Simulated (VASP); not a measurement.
Input of a VASP 6.6.1 run:

INCAR

```
  ALGO = Normal
  EDIFF = 1E-6
  ENCUT = 520
  GGA = PE
  ISIF = 2
  ISMEAR = -1
  LASPH = True
  LCHARG = True
  LELF = True
  LREAL = False
  LVHAR = True
  LWAVE = False
  NBANDS = 12
  NELM = 60
  PREC = Accurate
  SIGMA = 0.05
```

KPOINTS

```
k-points
0
Gamma
  15 15 15
```

POSCAR

```
Nb
1.0
    0.0000000000      2.1150000000      2.1150000000
    2.1150000000      0.0000000000      2.1150000000
    2.1150000000      2.1150000000      0.0000000000
Nb
1
Direct
    0.0000000000      0.0000000000      0.0000000000
```

Potentials or basis: VASP PAW PBE potentials, release 64 (Nb_sv).

The run is started by

```sh
$ cat potpaw_PBE.64/Nb_sv/POTCAR > POTCAR
$ mpirun -np 1 vasp_std > vasp.out
```

Question: What does it give for the band gap on the k mesh?

Answer: Zero (an odd number of electrons rules out a gap without spin polarisation).

Question: Estimate the pressure.

Answer: -1.7 GPa.
